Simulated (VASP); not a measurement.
# Ti: single point with PBEsol

Ti:

```
Ti
1.0
     2.90027    0.00000    0.00000
    -1.45013    2.51171    0.00000
     0.00000    0.00000    4.59034
Ti
2
Direct
  0.33333 0.66667 0.25000
  0.66667 0.33333 0.75000
```

* Program: VASP 6.6.1
* Task: single point
* Functional: PBEsol
* Potentials or basis: VASP PAW PBE potentials, release 64 (Ti_sv)
* Cutoff: 520 eV
* k mesh: 27 × 27 × 14
* Occupations: gaussian, width 0.1 eV
* Spin: no spin polarisation
* Dipole correction: no
* Further INCAR settings: ALGO = Fast; EDIFF = 1e-06; NBANDS = 19

The pressure is -0.2 GPa and the band gap on the k mesh is zero (bands 12 and 13 overlap by 1.14 eV).

Levels at points of the mesh, in eV from the Fermi level:
| k point | band 8 | band 9 | band 10 | band 11 | band 12 | band 13 | band 14 | band 15 | band 16 | band 17 |
| --- | --- | --- | --- | --- | --- | --- | --- | --- | --- | --- |
| (0.00, 0.00, 0.00) | -32.47 | -6.31 | -2.80 | 0.78 | 0.78 | 0.89 | 0.91 | 1.31 | 1.31 | 1.67 |
| (0.00, 0.00, 0.50) | -32.52 | -4.40 | -4.40 | 0.08 | 0.08 | 0.68 | 0.68 | 0.68 | 0.68 | 2.93 |

It took 10 min on 1 thread of Intel(R) Xeon(R) Platinum 8375C CPU @ 2.90GHz (Ice Lake) (shared host), peak memory 0.41 GiB.

Caveat: the PAW data sets were made with another functional, which shifts forces and pressure a little.
